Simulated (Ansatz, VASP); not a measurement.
**TaN in VASP and in Ansatz**

Contents of INCAR:

```
SYSTEM = TaN
ALGO     = Normal         ! electronic algorithm
EDIFF    = 1E-6           ! SCF threshold, eV
ENCUT    = 700            ! plane-wave cutoff, eV
GGA      = CA             ! functional
GGA_COMPAT= .FALSE.      
ISIF     = 2              ! what is computed and relaxed
ISMEAR   = -1             ! smearing method
LASPH    = .TRUE.         ! aspherical terms in the spheres
LCHARG   = .FALSE.        ! write CHGCAR
LREAL    = .FALSE.        ! projectors in reciprocal space
LWAVE    = .FALSE.        ! write WAVECAR
NBANDS   = 16             ! bands
NELM     = 120            ! most SCF steps
PREC     = Accurate       ! precision mode
SIGMA    = 0.05           ! smearing width, eV
```

KPOINTS

```
k-points
0
G
  10 10 10
  0 0 0
```

The input POSCAR:

```
TaN
1.0
    0.0000000000      2.1814365931      2.1814365931
    2.1814365931      0.0000000000      2.1814365931
    2.1814365931      2.1814365931      0.0000000000
Ta N
1 1
Direct
    0.5000000000      0.5000000000      0.5000000000
    0.0000000000      0.0000000000      0.0000000000
```

File input.yaml:

```yaml
crystal:
  lattice:
    - [0.0, 2.1814365931, 2.1814365931]
    - [2.1814365931, 0.0, 2.1814365931]
    - [2.1814365931, 2.1814365931, 0.0]
  atoms:
    - { symbol: Ta, position: [0.5, 0.5, 0.5] }
    - { symbol: "N", position: [0.0, 0.0, 0.0] }
hamiltonian:
  xc: lda
  pseudopotentials: { kind: paw }
kpoints:
  mp_grid: { grid: [10, 10, 10] }
scf:
  occupations: { method: fermi_dirac, width: 0.05 }
output:
  forces: true
  stress: true
  eigenvalues: true
```

Alike in both runs: task single point; functional LDA; k mesh 10 × 10 × 10; occupations fermi-dirac, width 0.05 eV; no spin polarisation.

|  | VASP | Ansatz |
| --- | --- | --- |
| version | VASP 6.6.1 | Ansatz 0.2.0 |
| potentials or method | VASP PAW LDA potentials, release 64 (Ta_sv_GW, N) | Ansatz PAW |
| plane-wave cutoff (eV) | 700 | 420 |
| valence electrons in the cell | 18 | 18 |

VASP gave:

```
gap on the k mesh at the Fermi level (eV) : none
pressure (GPa)                            : -2.8
```

Which values does Ansatz return?

gap on the k mesh at the Fermi level (eV): none; pressure (GPa): -3.8.

LDA's correlation is that of Perdew and Zunger in VASP and of Perdew and Wang (1992) in Ansatz. A gap of «none» marks a metal or a gap that the smearing closes.

Neither program's run includes spin-orbit coupling.
